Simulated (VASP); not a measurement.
Here is a VASP 6.6.1 calculation.

The input INCAR:

```
PREC = Accurate ; ENCUT = 600
EDIFF = 1E-6 ; ISMEAR = 0
SIGMA = 0.01 ; LREAL = F
LASPH = T ; NELM = 120
ALGO = Normal ; ISIF = 2
LWAVE = F ; LCHARG = F
GGA = PE ; NBANDS = 11
GGA_COMPAT = F
```

KPOINTS

```
regular mesh
0
Gamma
  6 6 6
```

File POSCAR:

```
AlN
1.0
    0.0000000000      2.1839900000      2.1839900000
    2.1839900000      0.0000000000      2.1839900000
    2.1839900000      2.1839900000      0.0000000000
Al N
1 1
Direct
    0.0000000000      0.0000000000      0.0000000000
    0.7500000000      0.7500000000      0.7500000000
```

Potentials or basis: VASP PAW PBE potentials, release 64 (Al, N).

Launch:

```console
$ cat potpaw_PBE.64/Al/POTCAR potpaw_PBE.64/N/POTCAR > POTCAR
$ mpirun -np 1 vasp_std > vasp.out
```

Task: Estimate the band gap on the k mesh.

Result: 3.32 eV, indirect (least direct gap 4.20 eV).

Task: What does it give for the pressure?

Result: 4.5 GPa.

A k mesh can miss the band edges.
